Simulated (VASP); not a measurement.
## Cd: relaxation of cell and atoms with LDA

Cd:

```
Cd
1.0
     2.87000    0.00000    0.00000
     0.00000    2.87000    0.00000
     0.00000    0.00000    2.87000
Cd
1
Direct
  0.00000 0.00000 0.00000
```

```
Program                : VASP 6.6.1
Task                   : relaxation of cell and atoms
Functional             : LDA
Potentials or basis    : VASP PAW LDA potentials, release 64 (Cd)
Cutoff                 : 600 eV
k mesh                 : 8 × 8 × 8
Occupations            : fermi-dirac, width 0.05 eV
Spin                   : no spin polarisation
Target pressure        : 5 GPa
Dipole correction      : no
Further INCAR settings : ALGO = Normal; EDIFF = 1e-07; IBRION = 2; EDIFFG = -0.01; NSW = 80; ISIF = 3
```

```yaml
Relaxed_volume: 21.78 Å³/atom
Relaxed_cell: a = 2.793 Å, b = 2.793 Å, c = 2.793 Å, α = 90.00°, β = 90.00°, γ = 90.00°
Space_group_after_relaxing_to_0.05_Å: Pm-3m (No. 221)
Energy_change_on_relaxing_the_enthalpy_is_what_falls: +24.6 meV/atom
Ionic_steps: 3
Pressure_after_relaxing: 5.0 GPa
Band_gap_on_the_k_mesh: zero (band 6 reaches 7.58 eV, above the bottom of band 7 at -0.05 eV)
```

The path:
```tsv
step	energy change (eV)	largest force (eV/Å)	pressure (GPa)	volume (Å³)
1	0.0000	0.0000	-0.31	23.64
2	0.0534	0.0000	7.91	21.06
3	0.0246	0.0000	5.00	21.78
```

Final structure:
```
Cd
1.0
     2.79262    0.00000    0.00000
     0.00000    2.79262    0.00000
     0.00000    0.00000    2.79262
Cd
1
Direct
  0.00000 0.00000 0.00000
```

Levels at points of the mesh, in eV from the Fermi level:
| k point | band 2 | band 3 | band 4 | band 5 | band 6 | band 7 | band 8 | band 9 | band 10 |
| --- | --- | --- | --- | --- | --- | --- | --- | --- | --- |
| (0.00, 0.00, 0.00) | -10.36 | -8.95 | -8.32 | -8.32 | -8.32 | 10.84 | 10.84 | 10.84 | 15.00 |
| (0.50, 0.00, 0.00) | -9.54 | -8.94 | -8.94 | -8.27 | -2.98 | -2.72 | 15.40 | 15.50 | 15.50 |
| (0.50, 0.50, 0.00) | -9.74 | -8.84 | -8.84 | -7.79 | 0.90 | 0.90 | 2.73 | 6.15 | 19.49 |
| (0.50, 0.50, 0.50) | -9.83 | -9.83 | -7.75 | -7.75 | 4.92 | 4.92 | 4.92 | 8.55 | 9.67 |

Run time: 22 s on 1 thread of Intel Xeon 6975P-C, on a shared host, peak memory 0.13 GiB.

Caveat: the cell is relaxed towards a set pressure, so the enthalpy falls and the energy may rise.
